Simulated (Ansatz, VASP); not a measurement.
**CuSn2O2 in VASP and in Ansatz**

```
Sn O Cu
1.0
     3.82017    0.00000    0.00000
     0.00000    3.82017    0.00000
     0.00000    0.00000   19.36304
Sn O Cu
2 2 1
Direct
  0.50000 0.00000 0.20658
  0.00000 0.50000 0.32862
  0.00000 0.00000 0.26760
  0.50000 0.50000 0.26760
  0.00000 0.50000 0.44224
```

Alike in both runs: task single point; functional PBE; dispersion D3(BJ); k mesh 7 × 7 × 1; occupations gaussian, width 0.05 eV; collinear spin.

```csv
,VASP,Ansatz
version,VASP 6.6.1,Ansatz 0.2.0
potentials or method,"VASP PAW PBE potentials, release 64 (Sn_d, O, Cu), cutoff 520 eV","scalar-relativistic, plane waves, PAW"
valence electrons in the cell,51,59
```

Ansatz gave:

| Property | Result |
| --- | --- |
| gap on the k mesh at the Fermi level (eV) | none |
| rms of the force components (eV/Å) | 1.251 |
| net moment per atom (μB) | 0.07 |
| size of the moment on the site where the two differ most (μB) | 0.01 |

Problem. Which values does VASP return?

Solution. gap on the k mesh at the Fermi level (eV): none; rms of the force components (eV/Å): 1.259; net moment per atom (μB): 0.07; size of the moment on the site where the two differ most (μB): 0.04.

Site moments also hang on the region over which each program counts them. A gap of «none» marks a metal or a gap that the smearing closes. VASP's potentials hold 51 valence electrons a cell and Ansatz's 59, so a difference there can come from the potentials and not from the codes.
